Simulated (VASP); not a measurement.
# SbAsSe4 (P4/mmm) in VASP: single point with r2SCAN+rVV10

Aim: the single point of SbAsSe4 with r2SCAN+rVV10.

Everything below comes from runs of VASP 6.6.1. Logs are shortened: lines on timing, memory, paths and dates and some standing lists are left out, and cuts for length are marked.

### 1 The cell of the first run

The structure is tetragonal, space group P4/mmm (No. 123). Conventional cell: a = 4.542 Å, b = 4.542 Å, c = 7.227 Å, α = 90.00°, β = 90.00°, γ = 90.00°. Sb (site symmetry 4/mmm) has 8 Se at 2.97 Å within 3.9 Å. As (site symmetry 4/mmm) has 8 Se at 2.84 Å within 3.7 Å. Se (site symmetry 2mm) has 2 As at 2.84 Å and 2 Sb at 2.97 Å and 5 Se at 3.21 to 3.41 Å within 3.7 Å.

### 2 Single point, r2SCAN+rVV10

POSCAR reads:

```
SbAsSe4
1.0
    4.5423684075      0.0000000000      0.0000000000
    0.0000000000      4.5423684075      0.0000000000
    0.0000000000      0.0000000000      7.2272964944
Sb As Se
1 1 4
Direct
    0.0000000000      0.0000000000      0.0000000000
    0.5000000000      0.5000000000      0.5000000000
    0.5000000000      0.0000000000      0.7356639839
    0.0000000000      0.5000000000      0.2643360161
    0.5000000000      0.0000000000      0.2643360161
    0.0000000000      0.5000000000      0.7356639839
```

INCAR.step1 reads:

```
ALGO = Normal
EDIFF = 1E-4
ENCUT = 520
GGA = PE
ISMEAR = -1
LASPH = True
LCHARG = False
LREAL = False
LWAVE = True
NBANDS = 26
NELM = 100
PREC = Accurate
SIGMA = 0.03
```

INCAR.step2 reads:

```
ALGO = Normal
BPARAM = 11.95
CPARAM = 0.0093
EDIFF = 1E-7
ENCUT = 520
ISIF = 2
ISMEAR = -1
ISTART = 1
IVDW_NL = 2
LASPH = True
LCHARG = True
LELF = True
LMIXTAU = True
LREAL = False
LUSE_VDW = True
LVHAR = True
LWAVE = False
METAGGA = R2SCAN
NBANDS = 26
NELM = 100
PREC = Accurate
SIGMA = 0.03
```

KPOINTS reads:

```
k-points
0
Gamma
  6 6 4
```

Potentials or basis: VASP PAW PBE potentials, release 64 (Sb, As, Se).

Command:

```
cat potpaw_PBE.64/Sb/POTCAR potpaw_PBE.64/As/POTCAR potpaw_PBE.64/Se/POTCAR > POTCAR
cp INCAR.step1 INCAR
mpirun -np 1 vasp_std > vasp.out
cp INCAR.step2 INCAR
mpirun -np 1 vasp_std > vasp.out
```

OUTCAR:

```text
BPARAM = 11.95
   EDIFF = 1E-7
   ENCUT = 520
   ISIF = 2
   ISMEAR = -1
   ISTART = 1
   IVDW_NL = 2
   LASPH = True
   LREAL = False
   METAGGA = R2SCAN
   NELM = 100
   PREC = Accurate

 ion  position               nearest neighbor table
   1  0.000  0.000  0.000-   3 2.97   4 2.97   5 2.97   6 2.97   4 2.97   6 2.97   3 2.97   5 2.97

   2  0.500  0.500  0.500-   3 2.84   4 2.84   5 2.84   6 2.84   3 2.84   5 2.84   4 2.84   6 2.84

   3  0.500  0.000  0.736-   2 2.84   2 2.84   1 2.97   1 2.97
   4  0.000  0.500  0.264-   2 2.84   2 2.84   1 2.97   1 2.97
   5  0.500  0.000  0.264-   2 2.84   2 2.84   1 2.97   1 2.97
   6  0.000  0.500  0.736-   2 2.84   2 2.84   1 2.97   1 2.97

  LATTYP: Found a simple tetragonal cell.
 ALAT       =     4.5423684075
 C/A-ratio  =     1.5910854968

  Lattice vectors:

 A1 = (   4.5423684075,   0.0000000000,   0.0000000000)
 A2 = (   0.0000000000,   4.5423684075,   0.0000000000)
 A3 = (   0.0000000000,   0.0000000000,   7.2272964944)

Analysis of symmetry for initial positions (statically):
=====================================================================
 Subroutine PRICEL returns:
 Original cell was already a primitive cell.

 Routine SETGRP: Setting up the symmetry group for a
 simple tetragonal supercell.

 Subroutine GETGRP returns: Found 16 space group operations
 (whereof 16 operations were pure point group operations)
 out of a pool of 16 trial point group operations.

The static configuration has the point symmetry D_4h.

Analysis of symmetry for dynamics (positions and initial velocities):
=====================================================================
 Subroutine PRICEL returns:
 Original cell was already a primitive cell.

 Routine SETGRP: Setting up the symmetry group for a
 simple tetragonal supercell.

 Subroutine GETGRP returns: Found 16 space group operations
 (whereof 16 operations were pure point group operations)
 out of a pool of 16 trial point group operations.

The dynamic configuration has the point symmetry D_4h.

 Subroutine INISYM returns: Found 16 space group operations
 (whereof 16 operations are pure point group operations),
 and found     1 'primitive' translations

----------------------------------------------------------------------------------------

                                     Primitive cell

  volume of cell :     149.1216

  direct lattice vectors                    reciprocal lattice vectors
     4.542368407  0.000000000  0.000000000     0.220149471  0.000000000  0.000000000
     0.000000000  4.542368407  0.000000000     0.000000000  0.220149471  0.000000000
     0.000000000  0.000000000  7.227296494     0.000000000  0.000000000  0.138364325

  length of vectors
     4.542368407  4.542368407  7.227296494     0.220149471  0.220149471  0.138364325

  position of ions in fractional coordinates (direct lattice)
     0.000000000  0.000000000  0.000000000
     0.500000000  0.500000000  0.500000000
     0.500000000  0.000000000  0.735663984
     0.000000000  0.500000000  0.264336016
     0.500000000  0.000000000  0.264336016
     0.000000000  0.500000000  0.735663984

  ion indices of the primitive-cell ions
   primitive index   ion index
                 1           1
                 2           2
                 3           3
                 4           4
                 5           5
                 6           6

----------------------------------------------------------------------------------------

 KPOINTS: k-points

Automatic generation of k-mesh.
 Grid dimensions read from file:
 generate k-points for:    6    6    4

 Generating k-lattice:

  Cartesian coordinates                     Fractional coordinates (reciprocal lattice)
     0.036691578  0.000000000  0.000000000     0.166666667  0.000000000  0.000000000
     0.000000000  0.036691578  0.000000000     0.000000000  0.166666667  0.000000000
     0.000000000  0.000000000  0.034591081     0.000000000  0.000000000  0.250000000

  Length of vectors
     0.036691578  0.036691578  0.034591081

  Shift w.r.t. Gamma in fractional coordinates (k-lattice)
     0.000000000  0.000000000  0.000000000

 Subroutine IBZKPT returns following result:
 ===========================================

 Found     30 irreducible k-points:

 Following reciprocal coordinates:
            Coordinates               Weight
  0.000000  0.000000  0.000000      1.000000
  0.166667  0.000000  0.000000      4.000000
  0.333333  0.000000  0.000000      4.000000
  0.500000  0.000000  0.000000      2.000000
  0.166667  0.166667  0.000000      4.000000
  0.333333  0.166667  0.000000      8.000000
[... 16 lines left out ...]
  0.333333  0.000000  0.500000      4.000000
  0.500000  0.000000  0.500000      2.000000
 [... further k-points ...]
   k-points           NKPTS =     30   k-points in BZ     NKDIM =     30   number of bands    NBANDS=     26
   number of dos      NEDOS =    301   number of ions     NIONS =      6
   total plane-waves  NPLWV =  69984
   dimension x,y,z NGX =    36 NGY =   36 NGZ =   54
   dimension x,y,z NGXF=    72 NGYF=   72 NGZF=  108
   ions per type =               1   1   4
   NGX,Y,Z   is equivalent  to a cutoff of  13.18, 13.18, 12.42 a.u.
   NGXF,Y,Z  is equivalent  to a cutoff of  26.35, 26.35, 24.84 a.u.
 SYSTEM =  unknown system
   PREC   = accura    normal or accurate (medium, high low for compatibility)
   ISTART =      1    job   : 0-new  1-cont  2-samecut
   ICHARG =      0    charge: 1-file 2-atom 10-const
   ISPIN  =      1    spin polarized calculation?
   LNONCOLLINEAR =      F non collinear calculations
   LSORBIT =      F    spin-orbit coupling
   LASPH  =      T    aspherical Exc in radial PAW
   ENCUT  =  520.0 eV  38.22 Ry    6.18 a.u.   8.45  8.45 13.44*2*pi/ulx,y,z
   NELM   =    100;   NELMIN=  2; NELMDL=  0     # of ELM steps
   EDIFF  = 0.1E-06   stopping-criterion for ELM
   LREAL  =      F    real-space projection
   EDIFFG = 0.1E-05   stopping-criterion for IOM
   NSW    =      0    number of steps for IOM
   IBRION =     -1    ionic relax: 0-MD 1-quasi-New 2-CG
   NFREE  =      0    steps in history (QN), initial steepest desc. (CG)
   ISIF   =      2    stress and relaxation
   ISYM   =      2    0-nonsym 1-usesym 2-fastsym
   POTIM  = 0.5000    time-step for ionic-motion
   TEBEG  =    0.0;   TEEND  =   0.0 temperature during run
   PSTRESS=    0.0 pullay stress
   NELECT =      34.0000    total number of electrons
   NUPDOWN=      -1.0000    fix difference up-down
   EMIN   =  10.00;   EMAX   =-10.00  energy-range for DOS
   EFERMI =   0.00;   METHOD = LEGACY
   ISMEAR =    -1;   SIGMA  =   0.03  broadening in eV -4-tet -1-fermi 0-gaus
   EFERMI_NEDOS =   21; number of points for ismear=-14 and -15
   IALGO  =     38    algorithm
   IMIX   =      4    mixing-type and parameters
     AMIX     =   0.40;   BMIX     =  1.00
     AMIX_MAG =   1.60;   BMIX_MAG =  1.00
  volume/ion in A,a.u.               =      24.85       167.72
  Fermi-wavevector in a.u.,A,eV,Ry     =   1.000125  1.889962 13.609227  1.000250
  Thomas-Fermi vector in A             =   2.132461
   LORBIT       =      0    0 simple, 1 ext, 2 COOP (PROOUT), +10 PAW based schemes
   METAGGA = R2SCAN    functional components
   LHFCALC =     F    Hartree Fock is set to
   AEXX    =    0.0000 exact exchange contribution
   IVDW_NL    =     2    kernel type
   BPARAM     =11.9500
   IVDW    =     0    specifies the selected vdW correction
   LEPSILON=     F    determine dielectric tensor
   LRPA    =     F    only Hartree local field effects (RPA)
 non-spin polarized calculation
  energy-cutoff  :      520.00
  volume of cell :      149.12
 maximum number of plane-waves:      4044
 NGX is ok and might be reduce to    36
   NGX = 17   NGY = 17   NGZ = 27

 number of electron      33.9999999 magnetization

 Free energy of the ion-electron system (eV)
  ---------------------------------------------------
  ext. energy  EPLUGINS =         0.00000000
  ---------------------------------------------------
  free energy    TOTEN  =       -95.11075858 eV

  energy without entropy =      -95.10189033  energy(sigma->0) =      -95.10632445

 E-fermi :   4.3247     XC(G=0): -10.0718

 val. band max:        4.2981019049   @ k =   0.1667   0.0000   0.5000
 cond. band min:       4.3459008183   @ k =   0.3333   0.1667   0.2500
 fundamental gap:      0.0477989135
 Fermi energy:         4.3247123185

 k-point     1 :       0.0000    0.0000    0.0000
  band No.  band energies     occupation
      1     -11.2256      2.00000
      2      -9.8532      2.00000
      3      -7.9393      2.00000
      4      -7.4200      2.00000
      5      -6.9233      2.00000
      6      -3.2673      2.00000
[... 18 lines left out ...]
     25       9.2984      0.00000
     26      10.6881      0.00000

 k-point     2 :       0.1667    0.0000    0.0000
  band No.  band energies     occupation
      1     -11.0650      2.00000
      2      -9.7155      2.00000
      3      -8.2105      2.00000
      4      -7.6079      2.00000
      5      -6.8564      2.00000
      6      -3.6007      2.00000
[... 18 lines left out ...]
     25       9.7153      0.00000
     26      10.9894      0.00000

 k-point     3 :       0.3333    0.0000    0.0000
  band No.  band energies     occupation
      1     -10.5989      2.00000
      2      -9.3226      2.00000
      3      -8.9598      2.00000
      4      -8.1068      2.00000
      5      -6.4999      2.00000
      6      -4.3738      2.00000
[... 18 lines left out ...]
     25      10.3900      0.00000
     26      11.2539      0.00000

 k-point     4 :       0.5000    0.0000    0.0000
  band No.  band energies     occupation
      1     -10.0013      2.00000
      2      -9.7010      2.00000
      3      -8.7450      2.00000
      4      -8.7397      2.00000
      5      -6.1451      2.00000
      6      -4.9108      2.00000
[... 18 lines left out ...]
     25      10.5867      0.00000
     26      10.9100      0.00000
[... 496 lines left out ...]
      1     -10.7507      2.00000
      2     -10.3087      2.00000
      3      -8.0269      2.00000
      4      -7.8156      2.00000
      5      -5.8864      2.00000
      6      -4.5723      2.00000
[... 18 lines left out ...]
     25      10.7686      0.00000
     26      11.4814      0.00000

 k-point    23 :       0.3333    0.0000    0.5000
  band No.  band energies     occupation
      1     -10.3131      2.00000
      2      -9.8743      2.00000
      3      -8.6676      2.00000
      4      -8.4162      2.00000
      5      -5.9279      2.00000
      6      -4.5654      2.00000
[... 18 lines left out ...]
     25      10.6020      0.00000
     26      10.9692      0.00000

 k-point    24 :       0.5000    0.0000    0.5000
  band No.  band energies     occupation
      1      -9.8498      2.00000
      2      -9.3409      2.00000
      3      -9.2439      2.00000
      4      -9.0396      2.00000
      5      -5.9090      2.00000
      6      -4.5220      2.00000
[... 18 lines left out ...]
     25      11.1452      0.00000
     26      11.4342      0.00000

 [... further k-points ...]
[... 5 lines left out ...]
  --------------------------------------------------------------------------------------
  -------------------------------------------------------------------------------------
  Total        0.0546657      0.0546657      0.0767961      0.0000000     -0.0000000      0.0000000
  in kB        0.5873338      0.5873338      0.8251054      0.0000000     -0.0000000      0.0000000
  external PRESSURE =       0.6665910 kB  Pullay stress =       0.0000000 kB

 VOLUME and BASIS-vectors are now :
 -----------------------------------------------------------------------------
  energy-cutoff  :      520.00
  volume of cell :      149.12
      direct lattice vectors                 reciprocal lattice vectors
     4.542368407  0.000000000  0.000000000     0.220149471  0.000000000  0.000000000
     0.000000000  4.542368407  0.000000000     0.000000000  0.220149471  0.000000000
     0.000000000  0.000000000  7.227296494     0.000000000  0.000000000  0.138364325

 POSITION                                       TOTAL-FORCE (eV/Angst)
 -----------------------------------------------------------------------------------
      0.00000      0.00000      0.00000         0.000000      0.000000      0.000000
      2.27118      2.27118      3.61365         0.000000      0.000000      0.000000
      2.27118      0.00000      5.31686         0.000000      0.000000      0.000142
      0.00000      2.27118      1.91043        -0.000000     -0.000000     -0.000142
      2.27118      0.00000      1.91043        -0.000000      0.000000     -0.000142
      0.00000      2.27118      5.31686         0.000000     -0.000000      0.000142
 -----------------------------------------------------------------------------------
    total drift:                                0.000000     -0.000000     -0.000000

  FREE ENERGIE OF THE ION-ELECTRON SYSTEM (eV)
  ---------------------------------------------------
  free  energy   TOTEN  =       -95.1107585767 eV

  energy  without entropy=      -95.1018903321  energy(sigma->0) =      -95.10632445
```

Wall time 3.5 min (1 thread of Intel Xeon 6975P-C (Granite Rapids), shared host); peak memory 0.59 GiB.

What came out:

```yaml
Free_energy: -95.1108 eV
Pressure: 0.1 GPa
Band_gap_on_the_k_mesh: zero (band 17 reaches 5.53 eV, above the bottom of band 18 at 3.47 eV)
```

Levels at points of the mesh, in eV from the Fermi level:
| k point | band 14 | band 15 | band 16 | band 17 | band 18 | band 19 | band 20 | band 21 |
| --- | --- | --- | --- | --- | --- | --- | --- | --- |
| (0.00, 0.00, 0.00) | -2.18 | -1.91 | 0.19 | 0.41 | 0.41 | 0.85 | 1.48 | 1.48 |
| (0.50, 0.00, 0.00) | -2.11 | -1.06 | -1.01 | -0.88 | -0.86 | 1.77 | 1.85 | 2.25 |
| (0.50, 0.50, 0.00) | -0.78 | 0.62 | 0.62 | 0.78 | 0.89 | 1.26 | 1.32 | 2.71 |
| (0.00, 0.00, 0.50) | -1.17 | -0.83 | -0.83 | -0.47 | -0.47 | 0.31 | 0.94 | 2.28 |
| (0.50, 0.00, 0.50) | -2.48 | -2.36 | -2.26 | -0.27 | 0.32 | 2.23 | 2.46 | 2.96 |
| (0.50, 0.50, 0.50) | -2.30 | 0.87 | 1.04 | 1.09 | 1.22 | 1.51 | 1.69 | 2.87 |

Caveat: the PAW data sets were made with another functional, which shifts forces and pressure a little; spin-orbit coupling is left out, which moves the levels of the heavy elements.
